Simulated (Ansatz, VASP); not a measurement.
**One calculation of Ti, two programs**

File INCAR:

```
SYSTEM = Ti
  PREC = Accurate
  ENCUT = 520
  EDIFF = 1E-8
  ISMEAR = -1
  SIGMA = 0.08
  LREAL = .False.
  LASPH = .True.
  NELM = 60
  ALGO = Normal
  ISIF = 2
  LWAVE = .False.
  LCHARG = .False.
  GGA = PS
  LEFG = .True.
  NBANDS = 19
```

File KPOINTS:

```
regular mesh
0
Gamma
  13 13 7
  0 0 0
```

The input POSCAR:

```
Ti
1.0
    2.9597985897      0.0000000000      0.0000000000
   -1.4798992949      2.5632607688      0.0000000000
    0.0000000000      0.0000000000      4.7015682207
Ti
2
Direct
    0.3333333333      0.6666666667      0.2500000000
    0.6666666667      0.3333333333      0.7500000000
```

Input for Ansatz:

```yaml
crystal:
  lattice:
    - [2.9597985897, 0.0, 0.0]
    - [-1.4798992949, 2.5632607688, 0.0]
    - [0.0, 0.0, 4.7015682207]
  atoms:
    - { symbol: Ti, position: [0.3333333333, 0.6666666667, 0.25] }
    - { symbol: Ti, position: [0.6666666667, 0.3333333333, 0.75] }
kpoints:
  mp_grid: { grid: [13, 13, 7] }
scf:
  occupations: { method: fermi_dirac, width: 0.08 }
hamiltonian:
  xc: pbesol
  pseudopotentials: { kind: all_electron, datasets: crystal }
output:
  forces: true
  stress: true
  eigenvalues: true
  efg: { contact_densities: true }
```

Change from the starting cell: volume scaled by 1.01, crystal datasets.

Alike in both runs: task electric field gradients; functional PBEsol; k mesh 13 × 13 × 7; occupations fermi-dirac, width 0.08 eV; no spin polarisation.

```csv
,VASP,Ansatz
version,VASP 6.6.1,Ansatz 0.2.0
potentials or method,"VASP PAW PBE potentials, release 64 (Ti_sv), cutoff 520 eV","all-electron PAW with datasets made for the crystal, scalar-relativistic"
```

Ansatz gave:

| Quantity | Value |
| --- | --- |
| pressure (GPa) | -6.8 |
| traceless stress, the component that is largest in VASP (GPa) | -0.34 |
| size of Vzz on the site where it differs most (V/Å²) | 17.6 |

Problem. Which values does VASP return?

Solution. Pressure (GPa): -7.0; traceless stress, the component that is largest in VASP (GPa): -0.34; size of Vzz on the site where it differs most (V/Å²): 16.2.

VASP's potentials were made for PBE, not for PBEsol. Ansatz ran all-electron here, and VASP with PAW potentials.
